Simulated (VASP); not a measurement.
# Fe (P6_3/mmc) in VASP: further runs

Runs on Fe. Level: PBEsol. Tasks: single point, relaxation of cell and atoms.

Program: VASP 6.6.1. These are calculated values, not measurements. Logs are shortened: lines on timing, memory, paths and dates and some standing lists are left out, and cuts for length are marked.

## Step 1: The cell of the first run

The structure is hexagonal, space group P6_3/mmc (No. 194). The conventional cell has a = 2.216 Å, b = 2.216 Å, c = 3.523 Å, α = 90.00°, β = 90.00°, γ = 120.00°. Fe (site symmetry -6m2) has 12 Fe at 2.18 to 2.22 Å within 2.9 Å.

This isn't the form of Fe at room conditions, which is bcc.

## Step 2: Single point, PBEsol, collinear spin, ferromagnetic start

INCAR

```
PREC = Accurate
ENCUT = 520
EDIFF = 1E-6
ISMEAR = -1
SIGMA = 0.08
LREAL = F
LASPH = T
NELM = 150
ALGO = Normal
ISIF = 2
LWAVE = F
LCHARG = T
ISPIN = 2
MAGMOM = 2.5 2.5
LORBIT = 11
LMAXMIX = 4
GGA = PS
LELF = T
LVHAR = T
NBANDS = 19
```

KPOINTS

```
regular mesh
0
Gamma
  20 20 11
```

POSCAR

```
Fe
1.0
    2.2164554731      0.0000000000      0.0000000000
   -1.1082277366      1.9195067461      0.0000000000
    0.0000000000      0.0000000000      3.5234411569
Fe
2
Direct
    0.3333333333      0.6666666667      0.2500000000
    0.6666666667      0.3333333333      0.7500000000
```

Potentials or basis: VASP PAW PBE potentials, release 64 (Fe).

Launch:

```
cat potpaw_PBE.64/Fe/POTCAR > POTCAR
mpirun -np 1 vasp_std > vasp.out
```

OUTCAR:

```text
PREC = Accurate
   ENCUT = 520
   EDIFF = 1E-6
   ISMEAR = -1
   LREAL = F
   LASPH = T
   NELM = 150
   ISIF = 2
   ISPIN = 2
   LORBIT = 11
   GGA = PS

 ion  position               nearest neighbor table
   1  0.333  0.667  0.250-   2 2.18   2 2.18   2 2.18   2 2.18   2 2.18   2 2.18   2 3.11   2 3.11
                             2 3.11   2 3.11   2 3.11   2 3.11
   2  0.667  0.333  0.750-   1 2.18   1 2.18   1 2.18   1 2.18   1 2.18   1 2.18   1 3.11   1 3.11
                             1 3.11   1 3.11   1 3.11   1 3.11

  LATTYP: Found a hexagonal cell.
 ALAT       =     2.2164554731
 C/A-ratio  =     1.5896737831

  Lattice vectors:

 A1 = (   2.2164554731,   0.0000000000,   0.0000000000)
 A2 = (  -1.1082277366,   1.9195067461,   0.0000000000)
 A3 = (   0.0000000000,   0.0000000000,   3.5234411569)

Analysis of symmetry for initial positions (statically):
=====================================================================
 Subroutine PRICEL returns:
 Original cell was already a primitive cell.

 Routine SETGRP: Setting up the symmetry group for a
 hexagonal supercell.

 Subroutine GETGRP returns: Found 24 space group operations
 (whereof 12 operations were pure point group operations)
 out of a pool of 24 trial point group operations.

The static configuration has the point symmetry D_3d.
 The point group associated with its full space group is D_6h.

Analysis of symmetry for dynamics (positions and initial velocities):
=====================================================================
 Subroutine PRICEL returns:
 Original cell was already a primitive cell.

 Routine SETGRP: Setting up the symmetry group for a
 hexagonal supercell.

 Subroutine GETGRP returns: Found 24 space group operations
 (whereof 12 operations were pure point group operations)
 out of a pool of 24 trial point group operations.

The dynamic configuration has the point symmetry D_3d.
 The point group associated with its full space group is D_6h.

Analysis of structural, dynamic, and magnetic symmetry:
=====================================================================
 Subroutine PRICEL returns:
 Original cell was already a primitive cell.

 Routine SETGRP: Setting up the symmetry group for a
 hexagonal supercell.

 Subroutine GETGRP returns: Found 24 space group operations
 (whereof 12 operations were pure point group operations)
 out of a pool of 24 trial point group operations.

The overall configuration has the point symmetry D_3d.
 The point group associated with its full space group is D_6h.

 Subroutine INISYM returns: Found 24 space group operations
 (whereof 12 operations are pure point group operations),
 and found     1 'primitive' translations

----------------------------------------------------------------------------------------

                                     Primitive cell

  volume of cell :      14.9905

  direct lattice vectors                    reciprocal lattice vectors
     2.216455473  0.000000000  0.000000000     0.451170805  0.260483586  0.000000000
    -1.108227737  1.919506746  0.000000000     0.000000000  0.520967171  0.000000000
     0.000000000  0.000000000  3.523441157     0.000000000  0.000000000  0.283813453

  length of vectors
     2.216455473  2.216455473  3.523441157     0.520967171  0.520967171  0.283813453

  position of ions in fractional coordinates (direct lattice)
     0.333333333  0.666666667  0.250000000
     0.666666667  0.333333333  0.750000000

  ion indices of the primitive-cell ions
   primitive index   ion index
                 1           1
                 2           2

----------------------------------------------------------------------------------------

 KPOINTS: regular mesh

Automatic generation of k-mesh.
 Grid dimensions read from file:
 generate k-points for:   20   20   11

 Generating k-lattice:

  Cartesian coordinates                     Fractional coordinates (reciprocal lattice)
     0.022558540  0.013024179  0.000000000     0.050000000  0.000000000  0.000000000
     0.000000000  0.026048359  0.000000000     0.000000000  0.050000000  0.000000000
     0.000000000  0.000000000  0.025801223     0.000000000  0.000000000  0.090909091

  Length of vectors
     0.026048359  0.026048359  0.025801223

  Shift w.r.t. Gamma in fractional coordinates (k-lattice)
     0.000000000  0.000000000  0.000000000

 Subroutine IBZKPT returns following result:
 ===========================================

 Found    264 irreducible k-points:

 Following reciprocal coordinates:
            Coordinates               Weight
  0.000000  0.000000  0.000000      1.000000
  0.050000 -0.000000  0.000000      6.000000
  0.100000  0.000000  0.000000      6.000000
  0.150000 -0.000000  0.000000      6.000000
  0.200000  0.000000  0.000000      6.000000
  0.250000  0.000000  0.000000      6.000000
[... 16 lines left out ...]
  0.200000  0.100000  0.000000     12.000000
  0.250000  0.100000  0.000000     12.000000
 [... further k-points ...]
   k-points           NKPTS =    264   k-points in BZ     NKDIM =    264   number of bands    NBANDS=     19
   number of dos      NEDOS =    301   number of ions     NIONS =      2
   total plane-waves  NPLWV =   7168
   dimension x,y,z NGX =    16 NGY =   16 NGZ =   28
   dimension x,y,z NGXF=    32 NGYF=   32 NGZF=   56
   ions per type =               2
   NGX,Y,Z   is equivalent  to a cutoff of  12.00, 12.00, 13.21 a.u.
   NGXF,Y,Z  is equivalent  to a cutoff of  24.00, 24.00, 26.42 a.u.
 SYSTEM =  unknown system
   PREC   = accura    normal or accurate (medium, high low for compatibility)
   ISTART =      0    job   : 0-new  1-cont  2-samecut
   ICHARG =      2    charge: 1-file 2-atom 10-const
   ISPIN  =      2    spin polarized calculation?
   LNONCOLLINEAR =      F non collinear calculations
   LSORBIT =      F    spin-orbit coupling
   LASPH  =      T    aspherical Exc in radial PAW
   ENCUT  =  520.0 eV  38.22 Ry    6.18 a.u.   4.12  4.12  6.55*2*pi/ulx,y,z
   NELM   =    150;   NELMIN=  2; NELMDL= -5     # of ELM steps
   EDIFF  = 0.1E-05   stopping-criterion for ELM
   LREAL  =      F    real-space projection
   EDIFFG = 0.1E-04   stopping-criterion for IOM
   NSW    =      0    number of steps for IOM
   IBRION =     -1    ionic relax: 0-MD 1-quasi-New 2-CG
   NFREE  =      0    steps in history (QN), initial steepest desc. (CG)
   ISIF   =      2    stress and relaxation
   ISYM   =      2    0-nonsym 1-usesym 2-fastsym
   POTIM  = 0.5000    time-step for ionic-motion
   TEBEG  =    0.0;   TEEND  =   0.0 temperature during run
   PSTRESS=    0.0 pullay stress
   NELECT =      16.0000    total number of electrons
   NUPDOWN=      -1.0000    fix difference up-down
   EMIN   =  10.00;   EMAX   =-10.00  energy-range for DOS
   EFERMI =   0.00;   METHOD = LEGACY
   ISMEAR =    -1;   SIGMA  =   0.08  broadening in eV -4-tet -1-fermi 0-gaus
   EFERMI_NEDOS =   21; number of points for ismear=-14 and -15
   IALGO  =     38    algorithm
   IMIX   =      4    mixing-type and parameters
     AMIX     =   0.40;   BMIX     =  1.00
     AMIX_MAG =   1.60;   BMIX_MAG =  1.00
  volume/ion in A,a.u.               =       7.50        50.58
  Fermi-wavevector in a.u.,A,eV,Ry     =   1.673053  3.161611 38.084136  2.799105
  Thomas-Fermi vector in A             =   2.758092
   LORBIT       =     11    0 simple, 1 ext, 2 COOP (PROOUT), +10 PAW based schemes
   GGA     = PS    functional components
   LHFCALC =     F    Hartree Fock is set to
   AEXX    =    0.0000 exact exchange contribution
   IVDW    =     0    specifies the selected vdW correction
   LEPSILON=     F    determine dielectric tensor
   LRPA    =     F    only Hartree local field effects (RPA)
 spin polarized calculation
  energy-cutoff  :      520.00
  volume of cell :       14.99
 maximum number of plane-waves:       424
   NGX =  9   NGY =  9   NGZ = 13

 number of electron      16.0000007 magnetization      -0.0002482

 number of electron      16.0000007 magnetization       0.0000974

 Free energy of the ion-electron system (eV)
  ---------------------------------------------------
  ext. energy  EPLUGINS =         0.00000000
  ---------------------------------------------------
  free energy    TOTEN  =       -16.09312871 eV

  energy without entropy =      -16.05847571  energy(sigma->0) =      -16.07580221

 E-fermi :  10.8564     XC(G=0): -15.8389

 val. band max:       10.8516824729   @ k =   0.3000   0.2000   0.2727
 cond. band min:      10.8602347785   @ k =   0.0500   0.0500   0.3636
 fundamental gap:      0.0085523056
 Fermi energy:        10.8563932796

 spin component 1

 k-point     1 :       0.0000    0.0000    0.0000
  band No.  band energies     occupation
      1       0.1012      1.00000
      2       3.6664      1.00000
      3       8.2069      1.00000
      4       8.2069      1.00000
      5       8.3771      1.00000
      6       8.9551      1.00000
[... 11 lines left out ...]
     18      43.5685      0.00000
     19      44.0285      0.00000

 k-point     2 :       0.0500   -0.0000    0.0000
  band No.  band energies     occupation
      1       0.2236      1.00000
      2       3.7527      1.00000
      3       7.9685      1.00000
      4       8.2895      1.00000
      5       8.5814      1.00000
      6       8.9105      1.00000
[... 11 lines left out ...]
     18      42.4109      0.00000
     19      44.8606      0.00000

 k-point     3 :       0.1000    0.0000    0.0000
  band No.  band energies     occupation
      1       0.5824      1.00000
      2       3.9948      1.00000
      3       7.6139      1.00000
      4       8.5326      1.00000
      5       8.7380      1.00000
      6       8.9074      1.00000
[... 434 lines left out ...]
      1       2.9937      1.00000
      2       5.0531      1.00000
      3       6.2342      1.00000
      4       6.4071      1.00000
      5       8.2012      1.00000
      6       8.3991      1.00000
[... 11 lines left out ...]
     18      39.0165      0.00000
     19      42.6744      0.00000

 k-point    24 :       0.2500    0.1000    0.0000
  band No.  band energies     occupation
      1       3.7387      1.00000
      2       4.9758      1.00000
      3       5.6106      1.00000
      4       6.4744      1.00000
      5       7.9982      1.00000
      6       8.5172      1.00000
[... 11 lines left out ...]
     18      38.1528      0.00000
     19      42.7342      0.00000

 [... further k-points ...]

 spin component 2

 k-point     1 :       0.0000    0.0000    0.0000
  band No.  band energies     occupation
      1       0.1012      1.00000
      2       3.6664      1.00000
      3       8.2070      1.00000
      4       8.2070      1.00000
      5       8.3772      1.00000
      6       8.9551      1.00000
[... 11 lines left out ...]
     18      43.5686      0.00000
     19      44.0285      0.00000

 k-point     2 :       0.0500   -0.0000    0.0000
  band No.  band energies     occupation
      1       0.2236      1.00000
      2       3.7527      1.00000
      3       7.9686      1.00000
      4       8.2895      1.00000
      5       8.5814      1.00000
      6       8.9105      1.00000
[... 11 lines left out ...]
     18      42.4109      0.00000
     19      44.8605      0.00000

 k-point     3 :       0.1000    0.0000    0.0000
  band No.  band energies     occupation
      1       0.5824      1.00000
      2       3.9948      1.00000
      3       7.6140      1.00000
      4       8.5326      1.00000
      5       8.7381      1.00000
      6       8.9075      1.00000
[... 434 lines left out ...]
      1       2.9937      1.00000
      2       5.0531      1.00000
      3       6.2342      1.00000
      4       6.4071      1.00000
      5       8.2012      1.00000
      6       8.3991      1.00000
[... 11 lines left out ...]
     18      39.0165      0.00000
     19      42.6744      0.00000

 k-point    24 :       0.2500    0.1000    0.0000
  band No.  band energies     occupation
      1       3.7387      1.00000
      2       4.9758      1.00000
      3       5.6106      1.00000
      4       6.4745      1.00000
      5       7.9982      1.00000
      6       8.5172      1.00000
[... 11 lines left out ...]
     18      38.1527      0.00000
     19      42.7342      0.00000

 [... further k-points ...]

------------------------ aborting loop because EDIFF is reached ----------------------------------------

  FORCE on cell =-STRESS in cart. coord.  units (eV):
  Direction    XX          YY          ZZ          XY          YZ          ZX
  --------------------------------------------------------------------------------------
  -------------------------------------------------------------------------------------
  Total       15.0159172     15.0159172     14.9673956     -0.0000000     -0.0000000      0.0000000
  in kB     1604.8955412   1604.8955413   1599.7095731     -0.0000000     -0.0000000      0.0000000
  external PRESSURE =    1603.1668852 kB  Pullay stress =       0.0000000 kB

 VOLUME and BASIS-vectors are now :
 -----------------------------------------------------------------------------
  energy-cutoff  :      520.00
  volume of cell :       14.99
      direct lattice vectors                 reciprocal lattice vectors
     2.216455473  0.000000000  0.000000000     0.451170805  0.260483586  0.000000000
    -1.108227737  1.919506746  0.000000000     0.000000000  0.520967171  0.000000000
     0.000000000  0.000000000  3.523441157     0.000000000  0.000000000  0.283813453

 POSITION                                       TOTAL-FORCE (eV/Angst)
 -----------------------------------------------------------------------------------
     -0.00000      1.27967      0.88086        -0.000000      0.000000      0.000000
      1.10823      0.63984      2.64258         0.000000     -0.000000      0.000000
 -----------------------------------------------------------------------------------
    total drift:                                0.000000     -0.000000     -0.000000

  FREE ENERGIE OF THE ION-ELECTRON SYSTEM (eV)
  ---------------------------------------------------
  free  energy   TOTEN  =       -16.0931287130 eV

  energy  without entropy=      -16.0584757134  energy(sigma->0) =      -16.07580221

 total charge

# of ion       s       p       d       tot
------------------------------------------
    1        0.726   1.025   6.803   8.554
    2        0.726   1.025   6.803   8.554
--------------------------------------------------
tot          1.452   2.051  13.606  17.108

 magnetization (x)

# of ion       s       p       d       tot
------------------------------------------
    1       -0.000  -0.000   0.000   0.000
    2       -0.000  -0.000   0.000   0.000
--------------------------------------------------
tot         -0.000  -0.000   0.000   0.000
```

Run time: 2.2 min. Hardware: 1 thread of Intel Xeon 8259CL, shared host; peak memory 0.22 GiB.

Results:

| Quantity | Value |
| --- | --- |
| Free energy | -16.0931 eV |
| Pressure | 160.3 GPa |
| Band gap on the k mesh | zero (filled and empty bands overlap) |
| Net moment | 0.00 μB per cell |

Caveat: the cell stands under pressure; the PAW data sets were made with another functional, which shifts forces and pressure a little.

## Step 3: Relaxation of cell and atoms, PBEsol, collinear spin, ferromagnetic start, target pressure 160 GPa, at which the enthalpy is minimised

INCAR

```
SYSTEM = Fe
ALGO     = Normal         ! electronic algorithm
EDIFF    = 1E-7           ! SCF threshold, eV
EDIFFG   = -0.005         ! ionic threshold
ENCUT    = 600            ! plane-wave cutoff, eV
GGA      = PS             ! functional
IBRION   = 2              ! ionic algorithm
ISIF     = 3              ! what is computed and relaxed
ISMEAR   = -1             ! smearing method
ISPIN    = 2              ! spin polarisation
LASPH    = .True.         ! aspherical terms in the spheres
LCHARG   = .False.        ! write CHGCAR
LMAXMIX  = 4              ! l up to which the mixer works
LORBIT   = 11             ! projections on sites
LREAL    = .False.        ! projectors in reciprocal space
LWAVE    = .False.        ! write WAVECAR
MAGMOM   = 2.5 2.5        ! initial moments
NELM     = 150            ! most SCF steps
NSW      = 32             ! ionic steps
PREC     = Accurate       ! precision mode
PSTRESS  = 1600.0       
SIGMA    = 0.08           ! smearing width, eV
```

KPOINTS

```
k-points
0
Gamma
  20 20 11
  0 0 0
```

POSCAR is that of step 2.

Potentials or basis: VASP PAW PBE potentials, release 64 (Fe).

Launch:

```
cat potpaw_PBE.64/Fe/POTCAR > POTCAR
mpirun -np 1 vasp_std > vasp.out
```

It took 9.5 min on 1 thread of Oxide Virtual Turin-like, shared host; peak memory 0.2 GiB.

The run converged. Its results:

```
Free energy                                                : -16.0947 eV
Energy change on relaxing (the run minimises the enthalpy) : -0.7 meV/atom
Ionic steps                                                : 5
Pressure after relaxing                                    : 160.0 GPa
Band gap on the k mesh                                     : zero (filled and empty bands overlap)
Net moment                                                 : 0.00 μB per cell
```

Step by step:
```
step  energy change (eV)  largest force (eV/Å)  pressure (GPa)  volume (Å³)
   1              0.0000                0.0000          160.11        14.99
   2             -0.0112                0.0000          159.40        15.00
   3             -0.0035                0.0000          159.88        14.99
   4              0.0048                0.0000          160.43        14.99
   5             -0.0014                0.0000          160.02        14.99
```

Final structure:
```
CELL_PARAMETERS angstrom
2.21689 0.00000 0.00000
-1.10844 1.91988 0.00000
0.00000 0.00000 3.52240
ATOMIC_POSITIONS crystal
Fe 0.33333 0.66667 0.25000
Fe 0.66667 0.33333 0.75000
```

Levels at points of the mesh, in eV from the Fermi level:
Spin up:
| k point | band 4 | band 5 | band 6 | band 7 | band 8 | band 9 | band 10 | band 11 | band 12 | band 13 |
| --- | --- | --- | --- | --- | --- | --- | --- | --- | --- | --- |
| (0.00, 0.00, 0.00) | -2.65 | -2.47 | -1.90 | -1.90 | -1.30 | -1.30 | 0.77 | 1.09 | 1.09 | 12.39 |
| (0.50, 0.00, 0.00) | -3.07 | -2.65 | -2.33 | -1.65 | 1.32 | 1.67 | 1.70 | 4.01 | 7.02 | 14.59 |
Spin down:
```tsv
k point	band 5	band 6	band 7	band 8	band 9	band 10	band 11	band 12
(0.00, 0.00, 0.00)	-2.47	-1.90	-1.90	-1.30	-1.30	0.77	1.09	1.09
(0.50, 0.00, 0.00)	-2.65	-2.33	-1.65	1.32	1.67	1.70	4.01	7.02
```

Caveat: the cell is relaxed towards a set pressure, so the run minimises the enthalpy, not the energy; the PAW data sets were made with another functional, which shifts forces and pressure a little.
